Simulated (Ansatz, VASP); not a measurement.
# Cd2S5: VASP beside Ansatz

```xyz
7
Lattice="4.3012 -0.0200 -0.2445 -0.0277 6.5724 0.1558 -0.4191 0.1924 8.0086" Properties=species:S:1:pos:R:3 pbc="T T T"
Cd    0.1540   -0.8301    1.1336
Cd    2.3372    2.4928    1.4990
S     0.2112    1.3849    2.2309
S    -0.5415    4.3075    5.8260
S     0.8306    4.8018    4.3683
S     2.2523    3.2913    4.5640
S     2.2274    4.7105    0.3862
```

Alike in both runs: functional PBE; k mesh 4 × 3 × 3; occupations gaussian, width 0.2 eV; no spin polarisation.

Ansatz relaxed the structure, and its values are those at the end. VASP's run is a single point on that final structure, the one shown.

|  | VASP | Ansatz |
| --- | --- | --- |
| version | VASP 6.6.1 | Ansatz 0.2.0 |
| potentials or method | VASP PAW PBE potentials, release 64 (Cd, S), cutoff 520 eV | scalar-relativistic, plane waves, PAW |
| valence electrons in the cell | 54 | 70 |

|  | VASP | Ansatz | Ansatz less VASP |
| --- | --- | --- | --- |
| gap on the k mesh at the Fermi level (eV) | 2.28 | 2.27 | -0.015 |
| least direct gap on the mesh (eV) | 2.29 | 2.28 | -0.014 |
| pressure (GPa) | 0.3 | 0.3 | +0.04 |
| rms of the force components (eV/Å) | 0.056 | 0.009 | -0.0469 |

VASP's potentials hold 54 valence electrons a cell and Ansatz's 70, so a difference there can come from the potentials and not from the codes.
